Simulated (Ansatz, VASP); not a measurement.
# BaTiO3: VASP beside Ansatz

```
Ba Ti O
1.0
     4.01923    0.00000    0.00000
     0.00000    4.01923    0.00000
     0.00000    0.00000    4.01928
Ba Ti O
1 1 3
Direct
  0.00000 0.00000 0.00000
  0.50000 0.50000 0.50000
  0.51979 0.48021 0.00000
  0.51979 0.98021 0.50000
  0.01979 0.48021 0.50000
```

Change from the starting cell: all O atoms moved +0.113 Å, as atom 3 along Cartesian [1 -1 0].

Alike in both runs: task single point; functional PBE; k mesh 8 × 8 × 8; occupations gaussian, width 0.05 eV; no spin polarisation.

|  | VASP | Ansatz |
| --- | --- | --- |
| version | VASP 6.6.1 | Ansatz 0.2.0 |
| potentials or method | VASP PAW PBE potentials, release 64 (Ba_sv, Ti_sv, O), cutoff 520 eV | scalar-relativistic, plane waves, PAW |
| valence electrons in the cell | 40 | 40 |

|  | VASP | Ansatz | Ansatz less VASP |
| --- | --- | --- | --- |
| gap on the k mesh at the Fermi level (eV) | 1.87 | 1.92 | +0.058 |
| least direct gap on the mesh (eV) | 2.11 | 2.13 | +0.020 |
| pressure (GPa) | 2.5 | 0.8 | -1.74 |
| traceless stress, the component that is largest in VASP (GPa) | -0.57 | -0.54 | +0.029 |
| rms of the force components (eV/Å) | 0.176 | 0.172 | -0.0033 |

Atom by atom the forces differ by 0.022 eV/Å (rms over components).

Neither program's run includes spin-orbit coupling.
